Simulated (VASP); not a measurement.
# C (Fmmm) in VASP: a series of runs

The runs below take C through single point, with LDA.

Everything below comes from runs of VASP 6.6.1. Logs are shortened: lines on timing, memory, paths and dates and some standing lists are left out, and cuts for length are marked.

## Step 1: The cell of the first run

Symmetry: Fmmm, No. 69, orthorhombic system. Conventional cell: a = 4.821 Å, b = 6.698 Å, c = 6.937 Å, α = 90.00°, β = 90.00°, γ = 90.00°. C (site symmetry m) has 4 C at 1.47 to 1.57 Å within 2.0 Å. C (site symmetry m) has 4 C at 1.44 to 1.57 Å within 1.9 Å.

## Step 2: Single point, LDA (strain +0.0350 x Voigt [0, 0, 0, 1, 0, 0])

Input file INCAR:

```
PREC = Accurate
ENCUT = 520
EDIFF = 1E-7
ISMEAR = 0
SIGMA = 0.05
LREAL = False
LASPH = True
NELM = 60
ALGO = Normal
ISIF = 2
LWAVE = False
LCHARG = False
NBANDS = 26
```

Input file KPOINTS:

```
Automatic mesh
0
Gamma
  8 8 8
```

Input file POSCAR:

```
C
1.0
   -2.4103983070      2.4525802774      2.4525802774
    2.4103983070     -2.3682163366      2.3682163366
    2.4103983070      2.3682163366     -2.3682163366
C
8
Direct
    0.3254710870      0.0000000000      0.0000000000
    0.6745289130      0.6745289130      0.6745289130
    0.0000000000      0.3254710870      0.0000000000
    0.0000000000      0.0000000000      0.3254710870
    0.0000000000      0.6745289130      0.0000000000
    0.3254710870      0.3254710870      0.3254710870
    0.6745289130      0.0000000000      0.0000000000
    0.0000000000      0.0000000000      0.6745289130
```

Potentials or basis: VASP PAW LDA potentials, release 64 (C).

The run is started by

```bash
> cat potpaw_LDA.64/C/POTCAR > POTCAR
> mpirun -np 1 vasp_std > vasp.out
```

OUTCAR:

```text
PREC = Accurate
   ENCUT = 520
   EDIFF = 1E-7
   ISMEAR = 0
   LREAL = False
   LASPH = True
   NELM = 60
   ISIF = 2

 ion  position               nearest neighbor table
   1  0.325  0.000  0.000-   7 1.47   6 1.57   5 1.57   8 1.57
   2  0.675  0.675  0.675-   6 1.47   7 1.57   5 1.57   8 1.57
   3  0.000  0.325  0.000-   5 1.44   8 1.57   7 1.57   6 1.57
   4  0.000  0.000  0.325-   8 1.44   5 1.57   7 1.57   6 1.57
   5  0.000  0.675  0.000-   3 1.44   4 1.57   1 1.57   2 1.57
   6  0.325  0.325  0.325-   2 1.47   1 1.57   3 1.57   4 1.57
   7  0.675  0.000  0.000-   1 1.47   2 1.57   3 1.57   4 1.57
   8  0.000  0.000  0.675-   4 1.44   3 1.57   1 1.57   2 1.57

  LATTYP: Found a face centered orthorhombic cell.
 ALAT       =     4.8207966140
 B/A-ratio  =     1.3894648250
 C/A-ratio  =     1.4389622997

  Lattice vectors:

 A1 = (   0.0000000000,   4.8207966140,   0.0843639408)
 A2 = (   2.4103983070,   2.4525802774,   2.4525802774)
 A3 = (   2.4103983070,   2.3682163366,  -2.3682163366)

Analysis of symmetry for initial positions (statically):
=====================================================================
 Subroutine PRICEL returns:
 Original cell was already a primitive cell.

 Routine SETGRP: Setting up the symmetry group for a
 face centered orthorhombic supercell.

 Subroutine GETGRP returns: Found  8 space group operations
 (whereof  8 operations were pure point group operations)
 out of a pool of  8 trial point group operations.

The static configuration has the point symmetry D_2h.

Analysis of symmetry for dynamics (positions and initial velocities):
=====================================================================
 Subroutine PRICEL returns:
 Original cell was already a primitive cell.

 Routine SETGRP: Setting up the symmetry group for a
 face centered orthorhombic supercell.

 Subroutine GETGRP returns: Found  8 space group operations
 (whereof  8 operations were pure point group operations)
 out of a pool of  8 trial point group operations.

The dynamic configuration has the point symmetry D_2h.

 Subroutine INISYM returns: Found  8 space group operations
 (whereof  8 operations are pure point group operations),
 and found     1 'primitive' translations

----------------------------------------------------------------------------------------

                                     Primitive cell

  volume of cell :      56.0007

  direct lattice vectors                    reciprocal lattice vectors
    -2.410398307  2.452580277  2.452580277     0.000000000  0.203866925  0.203866925
     2.410398307 -2.368216337  2.368216337     0.207434596 -0.003631217  0.207498143
     2.410398307  2.368216337 -2.368216337     0.207434596  0.207498143 -0.003631217

  length of vectors
     4.223780301  4.126368528  4.126368528     0.288311371  0.293424227  0.293424227

  position of ions in fractional coordinates (direct lattice)
     0.325471087  0.000000000  0.000000000
     0.674528913  0.674528913  0.674528913
     0.000000000  0.325471087  0.000000000
     0.000000000  0.000000000  0.325471087
     0.000000000  0.674528913  0.000000000
     0.325471087  0.325471087  0.325471087
     0.674528913  0.000000000  0.000000000
     0.000000000  0.000000000  0.674528913

  ion indices of the primitive-cell ions
   primitive index   ion index
                 1           1
                 2           2
                 3           3
                 4           4
                 5           5
                 6           6
                 7           7
                 8           8

----------------------------------------------------------------------------------------

 KPOINTS: Automatic mesh

Automatic generation of k-mesh.
 Grid dimensions read from file:
 generate k-points for:    8    8    8

 Generating k-lattice:

  Cartesian coordinates                     Fractional coordinates (reciprocal lattice)
     0.000000000  0.025483366  0.025483366     0.125000000  0.000000000  0.000000000
     0.025929325 -0.000453902  0.025937268     0.000000000  0.125000000  0.000000000
     0.025929325  0.025937268 -0.000453902     0.000000000  0.000000000  0.125000000

  Length of vectors
     0.036038921  0.036678028  0.036678028

  Shift w.r.t. Gamma in fractional coordinates (k-lattice)
     0.000000000  0.000000000  0.000000000

 Subroutine IBZKPT returns following result:
 ===========================================

 Found     95 irreducible k-points:

 Following reciprocal coordinates:
            Coordinates               Weight
  0.000000  0.000000  0.000000      1.000000
  0.125000  0.000000  0.000000      2.000000
  0.250000  0.000000  0.000000      2.000000
  0.375000  0.000000  0.000000      2.000000
  0.500000  0.000000  0.000000      1.000000
  0.000000  0.125000  0.000000      8.000000
[... 16 lines left out ...]
  0.125000  0.125000  0.125000      4.000000
  0.250000  0.125000  0.125000      4.000000
 [... further k-points ...]
   k-points           NKPTS =     95   k-points in BZ     NKDIM =     95   number of bands    NBANDS=     26
   number of dos      NEDOS =    301   number of ions     NIONS =      8
   total plane-waves  NPLWV =  32768
   dimension x,y,z NGX =    32 NGY =   32 NGZ =   32
   dimension x,y,z NGXF=    64 NGYF=   64 NGZF=   64
   ions per type =               8
   NGX,Y,Z   is equivalent  to a cutoff of  12.60, 12.89, 12.89 a.u.
   NGXF,Y,Z  is equivalent  to a cutoff of  25.19, 25.78, 25.78 a.u.
 SYSTEM =  unknown system
   PREC   = accura    normal or accurate (medium, high low for compatibility)
   ISTART =      0    job   : 0-new  1-cont  2-samecut
   ICHARG =      2    charge: 1-file 2-atom 10-const
   ISPIN  =      1    spin polarized calculation?
   LNONCOLLINEAR =      F non collinear calculations
   LSORBIT =      F    spin-orbit coupling
   LASPH  =      T    aspherical Exc in radial PAW
   ENCUT  =  520.0 eV  38.22 Ry    6.18 a.u.   7.85  7.67  7.67*2*pi/ulx,y,z
   NELM   =     60;   NELMIN=  2; NELMDL= -5     # of ELM steps
   EDIFF  = 0.1E-06   stopping-criterion for ELM
   LREAL  =      F    real-space projection
   EDIFFG = 0.1E-05   stopping-criterion for IOM
   NSW    =      0    number of steps for IOM
   IBRION =     -1    ionic relax: 0-MD 1-quasi-New 2-CG
   NFREE  =      0    steps in history (QN), initial steepest desc. (CG)
   ISIF   =      2    stress and relaxation
   ISYM   =      2    0-nonsym 1-usesym 2-fastsym
   POTIM  = 0.5000    time-step for ionic-motion
   TEBEG  =    0.0;   TEEND  =   0.0 temperature during run
   PSTRESS=    0.0 pullay stress
   NELECT =      32.0000    total number of electrons
   NUPDOWN=      -1.0000    fix difference up-down
   EMIN   =  10.00;   EMAX   =-10.00  energy-range for DOS
   EFERMI =   0.00;   METHOD = LEGACY
   ISMEAR =     0;   SIGMA  =   0.05  broadening in eV -4-tet -1-fermi 0-gaus
   EFERMI_NEDOS =   21; number of points for ismear=-14 and -15
   IALGO  =     38    algorithm
   IMIX   =      4    mixing-type and parameters
     AMIX     =   0.40;   BMIX     =  1.00
     AMIX_MAG =   1.60;   BMIX_MAG =  1.00
  volume/ion in A,a.u.               =       7.00        47.24
  Fermi-wavevector in a.u.,A,eV,Ry     =   1.358502  2.567197 25.109937  1.845528
  Thomas-Fermi vector in A             =   2.485330
   LORBIT       =      0    0 simple, 1 ext, 2 COOP (PROOUT), +10 PAW based schemes
   GGA     = CA    functional components
   LHFCALC =     F    Hartree Fock is set to
   AEXX    =    0.0000 exact exchange contribution
   IVDW    =     0    specifies the selected vdW correction
   LEPSILON=     F    determine dielectric tensor
   LRPA    =     F    only Hartree local field effects (RPA)
 non-spin polarized calculation
 Gauss-broadening in eV      SIGMA  =   0.05
  energy-cutoff  :      520.00
  volume of cell :       56.00
 maximum number of plane-waves:      1523
   NGX = 15   NGY = 15   NGZ = 15

 number of electron      32.0000004 magnetization

 Free energy of the ion-electron system (eV)
  ---------------------------------------------------
  ext. energy  EPLUGINS =         0.00000000
  ---------------------------------------------------
  free energy    TOTEN  =       -75.21485489 eV

  energy without entropy =      -75.21485489  energy(sigma->0) =      -75.21485489

 E-fermi :   7.2667     XC(G=0): -12.0157

 val. band max:        7.0737551780   @ k =   0.5000   0.5000   0.5000
 cond. band min:       9.8172177434   @ k =   0.1250  -0.3750   0.1250
 fundamental gap:      2.7434625653
 Fermi energy:         7.2667072503

 k-point     1 :       0.0000    0.0000    0.0000
  band No.  band energies     occupation
      1     -14.1438      2.00000
      2      -6.0940      2.00000
      3      -5.9262      2.00000
      4      -5.7486      2.00000
      5      -5.0303      2.00000
      6      -4.8841      2.00000
[... 18 lines left out ...]
     25      17.9438      0.00000
     26      18.3939      0.00000

 k-point     2 :       0.1250    0.0000    0.0000
  band No.  band energies     occupation
      1     -14.0514      2.00000
      2      -7.0549      2.00000
      3      -6.3824      2.00000
      4      -5.7203      2.00000
      5      -5.1184      2.00000
      6      -4.9257      2.00000
[... 18 lines left out ...]
     25      17.8212      0.00000
     26      18.7856      0.00000

 k-point     3 :       0.2500    0.0000    0.0000
  band No.  band energies     occupation
      1     -13.7998      2.00000
      2      -8.2730      2.00000
      3      -6.9550      2.00000
      4      -5.6508      2.00000
      5      -5.3122      2.00000
      6      -5.0326      2.00000
[... 18 lines left out ...]
     25      17.9873      0.00000
     26      18.4836      0.00000

 k-point     4 :       0.3750    0.0000    0.0000
  band No.  band energies     occupation
      1     -13.4894      2.00000
      2      -9.1997      2.00000
      3      -7.3237      2.00000
      4      -5.5802      2.00000
      5      -5.4852      2.00000
      6      -5.1426      2.00000
[... 18 lines left out ...]
     25      18.7887      0.00000
     26      18.9548      0.00000

 k-point     5 :       0.5000    0.0000    0.0000
  band No.  band energies     occupation
      1     -13.3331      2.00000
      2      -9.5659      2.00000
      3      -7.4489      2.00000
      4      -5.5518      2.00000
      5      -5.5506      2.00000
      6      -5.1887      2.00000
[... 18 lines left out ...]
     25      18.9284      0.00000
     26      19.3242      0.00000

 k-point     6 :       0.0000    0.1250    0.0000
  band No.  band energies     occupation
      1     -14.0455      2.00000
      2      -6.9698      2.00000
      3      -6.4728      2.00000
      4      -5.8679      2.00000
      5      -5.0311      2.00000
      6      -4.8399      2.00000
[... 427 lines left out ...]
 k-point    21 :       0.2500    0.5000   -0.0000
  band No.  band energies     occupation
      1     -13.2849      2.00000
      2      -9.1778      2.00000
      3      -8.2174      2.00000
      4      -6.4565      2.00000
      5      -5.2585      2.00000
      6      -2.8239      2.00000
[... 18 lines left out ...]
     25      17.7834      0.00000
     26      19.3664      0.00000

 k-point    22 :       0.0000    0.1250    0.1250
  band No.  band energies     occupation
      1     -13.8662      2.00000
      2      -7.8176      2.00000
      3      -6.9034      2.00000
      4      -6.3560      2.00000
      5      -4.9696      2.00000
      6      -4.1339      2.00000
[... 18 lines left out ...]
     25      18.0291      0.00000
     26      18.1976      0.00000

 k-point    23 :       0.1250    0.1250    0.1250
  band No.  band energies     occupation
      1     -13.6467      2.00000
      2      -8.5465      2.00000
      3      -7.0718      2.00000
      4      -7.0326      2.00000
      5      -4.3246      2.00000
      6      -3.8978      2.00000
[... 18 lines left out ...]
     25      18.1979      0.00000
     26      18.4273      0.00000

 k-point    24 :       0.2500    0.1250    0.1250
  band No.  band energies     occupation
      1     -13.3870      2.00000
      2      -9.0776      2.00000
      3      -7.7797      2.00000
      4      -7.1564      2.00000
      5      -4.2934      2.00000
      6      -3.7667      2.00000
[... 18 lines left out ...]
     25      18.7450      0.00000
     26      19.3466      0.00000

 [... further k-points ...]

------------------------ aborting loop because EDIFF is reached ----------------------------------------

  FORCE on cell =-STRESS in cart. coord.  units (eV):
  Direction    XX          YY          ZZ          XY          YZ          ZX
  --------------------------------------------------------------------------------------
  -------------------------------------------------------------------------------------
  Total        0.4270333      0.4069871      0.4069871     -0.0000000     -3.6093197      0.0000000
  in kB       12.2174033     11.6438814     11.6438814     -0.0000000   -103.2624744      0.0000000
  external PRESSURE =      11.8350554 kB  Pullay stress =       0.0000000 kB

 VOLUME and BASIS-vectors are now :
 -----------------------------------------------------------------------------
  energy-cutoff  :      520.00
  volume of cell :       56.00
      direct lattice vectors                 reciprocal lattice vectors
    -2.410398307  2.452580277  2.452580277     0.000000000  0.203866925  0.203866925
     2.410398307 -2.368216337  2.368216337     0.207434596 -0.003631217  0.207498143
     2.410398307  2.368216337 -2.368216337     0.207434596  0.207498143 -0.003631217

 POSITION                                       TOTAL-FORCE (eV/Angst)
 -----------------------------------------------------------------------------------
     -0.78451      0.79824      0.79824        -0.062306      0.081687      0.081687
      1.62588      1.65434      1.65434        -0.062306     -0.081687     -0.081687
      0.78451     -0.77079      0.77079        -0.034267      0.029550     -0.029550
      0.78451      0.77079     -0.77079        -0.034267     -0.029550      0.029550
      1.62588     -1.59743      1.59743         0.034267     -0.029550      0.029550
      0.78451      0.79824      0.79824         0.062306      0.081687      0.081687
     -1.62588      1.65434      1.65434         0.062306     -0.081687     -0.081687
      1.62588      1.59743     -1.59743         0.034267      0.029550     -0.029550
 -----------------------------------------------------------------------------------
    total drift:                               -0.000000      0.000000      0.000000

  FREE ENERGIE OF THE ION-ELECTRON SYSTEM (eV)
  ---------------------------------------------------
  free  energy   TOTEN  =       -75.2148548922 eV

  energy  without entropy=      -75.2148548922  energy(sigma->0) =      -75.21485489
```

Wall time 66 s (1 thread of AMD EPYC 9R45 (Zen 5), shared host); peak memory 0.17 GiB.

Results:

* Free energy: -75.2149 eV
* Pressure: 1.2 GPa
* Largest force: 0.131 eV/Å
* Band gap on the k mesh: 2.74 eV, indirect (least direct gap 3.62 eV)

Forces in eV/Å, atoms in the order of the input:
```
C   -0.062  0.082  0.082
C   -0.062 -0.082 -0.082
C   -0.034  0.030 -0.030
C   -0.034 -0.030  0.030
C    0.034 -0.030  0.030
C    0.062  0.082  0.082
C    0.062 -0.082 -0.082
C    0.034  0.030 -0.030
```

Caveat: the cell differs from its parent crystal (strain +0.0350 x Voigt [0, 0, 0, 1, 0, 0]).

## Step 3: Single point, LDA (strain +0.0250 x Voigt [0, 0, 0, 1, 0, 0])

Input file INCAR:

```
PREC = Accurate
ENCUT = 520
EDIFF = 1E-6
ISMEAR = 0
SIGMA = 0.05
LREAL = F
LASPH = T
NELM = 80
ALGO = Normal
ISIF = 2
LWAVE = F
LCHARG = F
NBANDS = 26
```

KPOINTS is that of step 2.

POSCAR: that of step 2 with these lines changed.

```diff
@@ -2,5 +2,5 @@
 1.0
-   -2.4103983070      2.4525802774      2.4525802774
-    2.4103983070     -2.3682163366      2.3682163366
-    2.4103983070      2.3682163366     -2.3682163366
+   -2.4103983070      2.4405282858      2.4405282858
+    2.4103983070     -2.3802683282      2.3802683282
+    2.4103983070      2.3802683282     -2.3802683282
 C
```

Potentials or basis: VASP PAW LDA potentials, release 64 (C).

The run is started by

```bash
> cat potpaw_LDA.64/C/POTCAR > POTCAR
> mpirun -np 1 vasp_std > vasp.out
```

It took 65 s on 1 thread of AMD EPYC 9R45 (Zen 5), shared host; peak memory 0.18 GiB.

Results (log left out):

- Free energy: -75.2459 eV
- Pressure: 1.1 GPa
- Largest force: 0.110 eV/Å
- Band gap on the k mesh: 2.82 eV, indirect (least direct gap 3.67 eV)

Forces on the atoms (eV/Å):
```
C   -0.055  0.067  0.067
C   -0.055 -0.067 -0.067
C   -0.013  0.012 -0.012
C   -0.013 -0.012  0.012
C    0.013 -0.012  0.012
C    0.055  0.067  0.067
C    0.055 -0.067 -0.067
C    0.013  0.012 -0.012
```

Stress tensor (GPa, compression positive):
```
 1.15  0.00  0.00
 0.00  1.12 -7.38
 0.00 -7.38  1.12
```

Levels at points of the mesh, in eV from the valence-band top:
| k point | band 12 | band 13 | band 14 | band 15 | band 16 | band 17 | band 18 | band 19 | band 20 | band 21 |
| --- | --- | --- | --- | --- | --- | --- | --- | --- | --- | --- |
| (0.00, 0.00, 0.00) | -5.49 | -5.49 | -0.69 | -0.48 | -0.26 | 3.89 | 3.95 | 4.02 | 7.71 | 8.48 |
| (0.50, 0.00, 0.00) | -4.89 | -3.38 | -3.36 | -2.55 | -2.16 | 3.73 | 5.25 | 5.56 | 6.35 | 6.87 |
| (0.00, 0.50, 0.00) | -4.73 | -3.28 | -3.23 | -2.50 | -2.30 | 3.72 | 5.37 | 5.70 | 6.26 | 6.92 |
| (0.00, 0.50, 0.50) | -4.52 | -3.22 | -3.10 | -2.47 | -2.47 | 3.76 | 5.48 | 5.80 | 6.19 | 7.01 |
| (0.50, 0.50, 0.50) | -6.25 | -6.01 | -0.28 | -0.14 | 0.00 | 3.67 | 5.65 | 5.72 | 5.84 | 8.34 |

Caveat: the cell differs from its parent crystal (strain +0.0250 x Voigt [0, 0, 0, 1, 0, 0]). A k mesh can miss the band edges.

## Step 4: Single point, LDA (strain +0.0150 x Voigt [0, 0, 0, 1, 0, 0])

Input file INCAR:

```
PREC     = Accurate       # precision mode
ENCUT    = 520            # plane-wave cutoff, eV
EDIFF    = 1E-6           # SCF threshold, eV
ISMEAR   = 0              # smearing method
SIGMA    = 0.05           # smearing width, eV
LREAL    = False          # projectors in reciprocal space
LASPH    = True           # aspherical terms in the spheres
NELM     = 60             # most SCF steps
ALGO     = Normal         # electronic algorithm
ISIF     = 2              # what is computed and relaxed
LWAVE    = False          # write WAVECAR
LCHARG   = False          # write CHGCAR
NBANDS   = 26             # bands
```

Input file KPOINTS:

```
regular mesh
0
Gamma
  8 8 8
```

POSCAR: that of step 3 with these lines changed.

```diff
@@ -2,5 +2,5 @@
 1.0
-   -2.4103983070      2.4405282858      2.4405282858
-    2.4103983070     -2.3802683282      2.3802683282
-    2.4103983070      2.3802683282     -2.3802683282
+   -2.4103983070      2.4284762943      2.4284762943
+    2.4103983070     -2.3923203197      2.3923203197
+    2.4103983070      2.3923203197     -2.3923203197
 C
```

The run is started by

```bash
> cat potpaw_LDA.64/C/POTCAR > POTCAR
> mpirun -np 1 vasp_std > vasp.out
```

Run time: 61 s. Hardware: 1 thread of AMD EPYC 9R45 (Zen 5), shared host; peak memory 0.18 GiB.

The run converged. Its results:

```
Free energy            : -75.2666 eV
Pressure               : 1.1 GPa
Largest force          : 0.087 eV/Å
Band gap on the k mesh : 2.91 eV, indirect (least direct gap 3.73 eV)
```

Forces on the atoms (eV/Å):
```
C   -0.046  0.052  0.052
C   -0.046 -0.052 -0.052
C    0.005 -0.004  0.004
C    0.005  0.004 -0.004
C   -0.005  0.004 -0.004
C    0.046  0.052  0.052
C    0.046 -0.052 -0.052
C   -0.005 -0.004  0.004
```

Stress tensor (GPa, compression positive):
```
 1.10  0.00  0.00
 0.00  1.09 -4.43
 0.00 -4.43  1.09
```

Levels at points of the mesh, in eV from the valence-band top:
```csv
k point,band 13,band 14,band 15,band 16,band 17,band 18,band 19,band 20
"(0.00, 0.00, 0.00)",-5.43,-0.55,-0.42,-0.29,3.97,4.01,4.05,7.77
"(0.50, 0.00, 0.00)",-3.29,-3.25,-2.47,-2.16,3.78,5.35,5.66,6.38
"(0.00, 0.50, 0.00)",-3.24,-3.18,-2.45,-2.25,3.79,5.42,5.74,6.33
"(0.00, 0.50, 0.50)",-3.20,-3.10,-2.43,-2.35,3.80,5.49,5.81,6.28
"(0.50, 0.50, 0.50)",-6.05,-0.17,-0.08,0.00,3.73,5.74,5.79,5.86
```

Caveat: the cell differs from its parent crystal (strain +0.0150 x Voigt [0, 0, 0, 1, 0, 0]). A k mesh can miss the band edges.

[end of part 1 of 2]
